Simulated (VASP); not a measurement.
# MgO (Periclase) (Fm-3m) in VASP: a series of runs, part 3 of 3

VASP 6.6.1. Earlier steps stand in the parts before.

## (4) Single point, PBEsol

This run uses another cell than the first one, of 9.94 Å³/atom, 1.093 times its volume.

INCAR

```
SYSTEM = MgO
PREC     = Accurate       ! precision mode
ENCUT    = 600            ! plane-wave cutoff, eV
EDIFF    = 1E-6           ! SCF threshold, eV
ISMEAR   = 0              ! smearing method
SIGMA    = 0.01           ! smearing width, eV
LREAL    = .False.        ! projectors in reciprocal space
LASPH    = .True.         ! aspherical terms in the spheres
NELM     = 120            ! most SCF steps
ALGO     = Normal         ! electronic algorithm
ISIF     = 2              ! what is computed and relaxed
LWAVE    = .False.        ! write WAVECAR
LCHARG   = .False.        ! write CHGCAR
GGA      = PS             ! functional
NBANDS   = 11             ! bands
GGA_COMPAT= .False.
```

KPOINTS

```
regular mesh
0
Gamma
  8 8 8
  0 0 0
```

POSCAR

```
MgO
1.0
    0.0000000000      2.1498536361      2.1498536361
    2.1498536361      0.0000000000      2.1498536361
    2.1498536361      2.1498536361      0.0000000000
Mg O
1 1
Direct
    0.0000000000      0.0000000000      0.0000000000
    0.5000000000      0.5000000000      0.5000000000
```

Potentials or basis: VASP PAW PBE potentials, release 64 (Mg, O).

Launch:

```
$ cat potpaw_PBE.64/Mg/POTCAR potpaw_PBE.64/O/POTCAR > POTCAR
$ mpirun -np 1 vasp_std > vasp.out
```

OUTCAR:

```text
SYSTEM = MgO
   PREC = Accurate
   ENCUT = 600
   EDIFF = 1E-6
   ISMEAR = 0
   LREAL = .False.
   LASPH = .True.
   NELM = 120
   ISIF = 2
   GGA = PS

 ion  position               nearest neighbor table
   1  0.000  0.000  0.000-   2 2.15   2 2.15   2 2.15   2 2.15   2 2.15   2 2.15
   2  0.500  0.500  0.500-   1 2.15   1 2.15   1 2.15   1 2.15   1 2.15   1 2.15

  LATTYP: Found a face centered cubic cell.
 ALAT       =     4.2997072722

  Lattice vectors:

 A1 = (   0.0000000000,   2.1498536361,   2.1498536361)
 A2 = (   2.1498536361,   0.0000000000,   2.1498536361)
 A3 = (   2.1498536361,   2.1498536361,   0.0000000000)

Analysis of symmetry for initial positions (statically):
=====================================================================
 Subroutine PRICEL returns:
 Original cell was already a primitive cell.

 Routine SETGRP: Setting up the symmetry group for a
 face centered cubic supercell.

 Subroutine GETGRP returns: Found 48 space group operations
 (whereof 48 operations were pure point group operations)
 out of a pool of 48 trial point group operations.

The static configuration has the point symmetry O_h .

Analysis of symmetry for dynamics (positions and initial velocities):
=====================================================================
 Subroutine PRICEL returns:
 Original cell was already a primitive cell.

 Routine SETGRP: Setting up the symmetry group for a
 face centered cubic supercell.

 Subroutine GETGRP returns: Found 48 space group operations
 (whereof 48 operations were pure point group operations)
 out of a pool of 48 trial point group operations.

The dynamic configuration has the point symmetry O_h .

 Subroutine INISYM returns: Found 48 space group operations
 (whereof 48 operations are pure point group operations),
 and found     1 'primitive' translations

----------------------------------------------------------------------------------------

                                     Primitive cell

  volume of cell :      19.8727

  direct lattice vectors                    reciprocal lattice vectors
     0.000000000  2.149853636  2.149853636    -0.232573972  0.232573972  0.232573972
     2.149853636  0.000000000  2.149853636     0.232573972 -0.232573972  0.232573972
     2.149853636  2.149853636  0.000000000     0.232573972  0.232573972 -0.232573972

  length of vectors
     3.040352169  3.040352169  3.040352169     0.402829937  0.402829937  0.402829937

  position of ions in fractional coordinates (direct lattice)
     0.000000000  0.000000000  0.000000000
     0.500000000  0.500000000  0.500000000

  ion indices of the primitive-cell ions
   primitive index   ion index
                 1           1
                 2           2

----------------------------------------------------------------------------------------

 KPOINTS: regular mesh

Automatic generation of k-mesh.
 Grid dimensions read from file:
 generate k-points for:    8    8    8

 Generating k-lattice:

  Cartesian coordinates                     Fractional coordinates (reciprocal lattice)
    -0.029071747  0.029071747  0.029071747     0.125000000  0.000000000  0.000000000
     0.029071747 -0.029071747  0.029071747     0.000000000  0.125000000  0.000000000
     0.029071747  0.029071747 -0.029071747     0.000000000  0.000000000  0.125000000

  Length of vectors
     0.050353742  0.050353742  0.050353742

  Shift w.r.t. Gamma in fractional coordinates (k-lattice)
     0.000000000  0.000000000  0.000000000

 Subroutine IBZKPT returns following result:
 ===========================================

 Found     29 irreducible k-points:

 Following reciprocal coordinates:
            Coordinates               Weight
  0.000000  0.000000  0.000000      1.000000
  0.125000  0.000000  0.000000      8.000000
  0.250000  0.000000  0.000000      8.000000
  0.375000  0.000000  0.000000      8.000000
  0.500000  0.000000  0.000000      4.000000
  0.125000  0.125000  0.000000      6.000000
[... 16 lines left out ...]
  0.500000  0.250000  0.125000     48.000000
 -0.375000  0.250000  0.125000     24.000000
 [... further k-points ...]
   k-points           NKPTS =     29   k-points in BZ     NKDIM =     29   number of bands    NBANDS=     11
   number of dos      NEDOS =    301   number of ions     NIONS =      2
   total plane-waves  NPLWV =  13824
   dimension x,y,z NGX =    24 NGY =   24 NGZ =   24
   dimension x,y,z NGXF=    48 NGYF=   48 NGZF=   48
   ions per type =               1   1
   NGX,Y,Z   is equivalent  to a cutoff of  13.12, 13.12, 13.12 a.u.
   NGXF,Y,Z  is equivalent  to a cutoff of  26.25, 26.25, 26.25 a.u.
 SYSTEM =  MgO
   PREC   = accura    normal or accurate (medium, high low for compatibility)
   ISTART =      0    job   : 0-new  1-cont  2-samecut
   ICHARG =      2    charge: 1-file 2-atom 10-const
   ISPIN  =      1    spin polarized calculation?
   LNONCOLLINEAR =      F non collinear calculations
   LSORBIT =      F    spin-orbit coupling
   LASPH  =      T    aspherical Exc in radial PAW
   ENCUT  =  600.0 eV  44.10 Ry    6.64 a.u.   6.07  6.07  6.07*2*pi/ulx,y,z
   NELM   =    120;   NELMIN=  2; NELMDL= -5     # of ELM steps
   EDIFF  = 0.1E-05   stopping-criterion for ELM
   LREAL  =      F    real-space projection
   EDIFFG = 0.1E-04   stopping-criterion for IOM
   NSW    =      0    number of steps for IOM
   IBRION =     -1    ionic relax: 0-MD 1-quasi-New 2-CG
   NFREE  =      0    steps in history (QN), initial steepest desc. (CG)
   ISIF   =      2    stress and relaxation
   ISYM   =      2    0-nonsym 1-usesym 2-fastsym
   POTIM  = 0.5000    time-step for ionic-motion
   TEBEG  =    0.0;   TEEND  =   0.0 temperature during run
   PSTRESS=    0.0 pullay stress
   NELECT =       8.0000    total number of electrons
   NUPDOWN=      -1.0000    fix difference up-down
   EMIN   =  10.00;   EMAX   =-10.00  energy-range for DOS
   EFERMI =   0.00;   METHOD = LEGACY
   ISMEAR =     0;   SIGMA  =   0.01  broadening in eV -4-tet -1-fermi 0-gaus
   EFERMI_NEDOS =   21; number of points for ismear=-14 and -15
   IALGO  =     38    algorithm
   IMIX   =      4    mixing-type and parameters
     AMIX     =   0.40;   BMIX     =  1.00
     AMIX_MAG =   1.60;   BMIX_MAG =  1.00
  volume/ion in A,a.u.               =       9.94        67.05
  Fermi-wavevector in a.u.,A,eV,Ry     =   1.208795  2.284291 19.880629  1.461185
  Thomas-Fermi vector in A             =   2.344392
   LORBIT       =      0    0 simple, 1 ext, 2 COOP (PROOUT), +10 PAW based schemes
   GGA     = PS    functional components
   LHFCALC =     F    Hartree Fock is set to
   AEXX    =    0.0000 exact exchange contribution
   IVDW    =     0    specifies the selected vdW correction
   LEPSILON=     F    determine dielectric tensor
   LRPA    =     F    only Hartree local field effects (RPA)
 non-spin polarized calculation
 Gauss-broadening in eV      SIGMA  =   0.01
  energy-cutoff  :      600.00
  volume of cell :       19.87
 maximum number of plane-waves:       684
   NGX = 13   NGY = 13   NGZ = 13

 number of electron       7.9999999 magnetization

 Free energy of the ion-electron system (eV)
  ---------------------------------------------------
  ext. energy  EPLUGINS =         0.00000000
  ---------------------------------------------------
  free energy    TOTEN  =       -12.48052789 eV

  energy without entropy =      -12.48052789  energy(sigma->0) =      -12.48052789

 E-fermi :   2.7604     XC(G=0): -11.0149

 val. band max:        2.6174555308   @ k =   0.0000   0.0000   0.0000
 cond. band min:       6.6795893589   @ k =   0.0000   0.0000   0.0000
 fundamental gap:      4.0621338282
 Fermi energy:         2.7603504380

 k-point     1 :       0.0000    0.0000    0.0000
  band No.  band energies     occupation
      1     -14.2794      2.00000
      2       2.6175      2.00000
      3       2.6175      2.00000
      4       2.6175      2.00000
      5       6.6796      0.00000
      6      17.9076      0.00000
      7      17.9076      0.00000
      8      17.9076      0.00000
      9      21.5903      0.00000
     10      23.4036      0.00000
     11      23.4036      0.00000
[... 309 lines left out ...]
 k-point    24 :      -0.3750    0.2500    0.1250
  band No.  band energies     occupation
      1     -12.9784      2.00000
      2      -1.2031      2.00000
      3       0.7843      2.00000
      4       1.6965      2.00000
      5      11.7222      0.00000
      6      14.1072      0.00000
      7      15.3673      0.00000
      8      18.6518      0.00000
      9      22.2825      0.00000
     10      23.7330      0.00000
     11      27.6724      0.00000

 [... further k-points ...]
[... 5 lines left out ...]
  --------------------------------------------------------------------------------------
  -------------------------------------------------------------------------------------
  Total       -1.1354788     -1.1354788     -1.1354788      0.0000000     -0.0000000     -0.0000000
  in kB      -91.5446457    -91.5446457    -91.5446457      0.0000000     -0.0000000     -0.0000000
  external PRESSURE =     -91.5446457 kB  Pullay stress =       0.0000000 kB

 VOLUME and BASIS-vectors are now :
 -----------------------------------------------------------------------------
  energy-cutoff  :      600.00
  volume of cell :       19.87
      direct lattice vectors                 reciprocal lattice vectors
     0.000000000  2.149853636  2.149853636    -0.232573972  0.232573972  0.232573972
     2.149853636  0.000000000  2.149853636     0.232573972 -0.232573972  0.232573972
     2.149853636  2.149853636  0.000000000     0.232573972  0.232573972 -0.232573972

 POSITION                                       TOTAL-FORCE (eV/Angst)
 -----------------------------------------------------------------------------------
      0.00000      0.00000      0.00000         0.000000      0.000000      0.000000
      2.14985      2.14985      2.14985        -0.000000     -0.000000      0.000000
 -----------------------------------------------------------------------------------
    total drift:                               -0.000000     -0.000000      0.000000

  FREE ENERGIE OF THE ION-ELECTRON SYSTEM (eV)
  ---------------------------------------------------
  free  energy   TOTEN  =       -12.4805278864 eV

  energy  without entropy=      -12.4805278864  energy(sigma->0) =      -12.48052789
```

Run time: 9.9 s. Hardware: 1 thread of AMD EPYC 7R13, shared host; peak memory 0.11 GiB.

Results:

- Free energy: -12.4805 eV
- Pressure: -9.2 GPa
- Band gap on the k mesh: 4.06 eV, direct

Caveat: the PAW data sets were made with another functional, which shifts forces and pressure a little.

## (5) Overview

| cell | gap on the mesh (eV) | pressure (GPa) |
| --- | --- | --- |
| a = 2.952 Å, angles 60.0°, 2 atoms | 4.90 | 4.1 |
| a = 3.011 Å, angles 60.0°, 2 atoms | 4.32 | -5.4 |
| a = 3.040 Å, angles 60.0°, 2 atoms | 4.06 | -9.2 |

Alike in all rows: task single point; level PBEsol; potentials or basis VASP PAW PBE potentials, release 64 (Mg, O); no spin polarisation; k mesh 8 × 8 × 8; cutoff (eV) 600; smearing gaussian 0.01 eV.

Caveats: the PAW data sets were made with another functional, which shifts forces and pressure a little.

Absolute energies hang on the potentials; compare differences alone.
